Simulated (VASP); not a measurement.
A run of VASP 6.6.1 is set up as follows.

File POSCAR:

```
ZnS
1.0
    0.0000000000      2.7046500000      2.7046500000
    2.7046500000      0.0000000000      2.7046500000
    2.7046500000      2.7046500000      0.0000000000
Zn S
1 1
Direct
    0.0533664494      0.0533664494      0.0533664494
    0.7500000000      0.7500000000      0.7500000000
```

INCAR.step1

```
SYSTEM = ZnS
  PREC = Accurate
  ENCUT = 520
  ISMEAR = 0
  SIGMA = 0.05
  LREAL = .FALSE.
  LASPH = .TRUE.
  NELM = 100
  NBANDS = 16
  GGA = PE
  ALGO = Normal
  EDIFF = 1E-4
  LWAVE = .TRUE.
  LCHARG = .FALSE.
```

File INCAR.step2:

```
SYSTEM = ZnS
  PREC = Accurate
  ENCUT = 520
  EDIFF = 1E-6
  ISMEAR = 0
  SIGMA = 0.05
  LREAL = .FALSE.
  LASPH = .TRUE.
  NELM = 100
  ALGO = Normal
  ISIF = 2
  LWAVE = .FALSE.
  LCHARG = .TRUE.
  METAGGA = R2SCAN
  LMIXTAU = .TRUE.
  LELF = .TRUE.
  LVHAR = .TRUE.
  NBANDS = 16
  ISTART = 1
```

The input KPOINTS:

```
regular mesh
0
G
  8 8 8
  0 0 0
```

Potentials or basis: VASP PAW PBE potentials, release 64 (Zn, S).

The run is started by

```console
$ cat potpaw_PBE.64/Zn/POTCAR potpaw_PBE.64/S/POTCAR > POTCAR
$ cp INCAR.step1 INCAR
$ mpirun -np 1 vasp_std > vasp.out
$ cp INCAR.step2 INCAR
$ mpirun -np 1 vasp_std > vasp.out
```

**Question.** What does it give for the largest force?

**Answer.** 0.748 eV/Å.

**Question.** What does it give for the pressure?

**Answer.** 3.0 GPa.

**Question.** Predict the band gap on the k mesh.

**Answer.** 2.74 eV, direct.

Forces in eV/Å, atoms in the order of the input:
```
Zn  -0.432 -0.432 -0.432
S    0.432  0.432  0.432
```

Caveat: the cell differs from its parent crystal (all Zn atoms moved -0.500 Å, as atom 1 towards its neighbour atom 2 (S) at 2.342 Å); the PAW data sets were made with another functional, which shifts forces and pressure a little.
